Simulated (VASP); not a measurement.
TiS2:

```
Ti S
1.0
     3.39355    0.00000    0.00000
    -1.69677    2.93890    0.00000
     0.00000    0.00000    5.76168
Ti S
1 2
Direct
  0.00000 0.00000 0.00000
  0.33333 0.66667 0.24516
  0.66667 0.33333 0.75484
```

This cell differs from its parent crystal: epitaxial xy strain -0.5%.

Base run:

```yaml
Program: VASP 6.6.1
Functional: PBE
Potentials_or_basis: VASP PAW PBE potentials, release 64 (Ti_sv, S)
Cutoff: 500 eV
k_mesh: 12 × 12 × 4
Occupations: fermi-dirac, width 0.02 eV
Spin: no spin polarisation
```

Its results: band gap on the k mesh zero (bands 12 and 13 overlap by 0.14 eV); pressure 2.1 GPa; largest force 0.119 eV/Å.

The run is repeated on the same cell with these changes: functional from PBE to HSE06; cutoff from 500 eV to 400 eV; k mesh from 12 × 12 × 4 to 6 × 6 × 4. What comes out?

Band gap on the k mesh 0.53 eV (least direct gap 1.12 eV); pressure 0.2 GPa; largest force 0.240 eV/Å.

Several settings changed at once.

Caveats: this functional lacks dispersion, which binds layers or chains, so the pressure and a relaxed spacing across them are unreliable; the PAW data sets were made with another functional, which shifts forces and pressure a little (at least some runs).

A k mesh can miss the band edges.
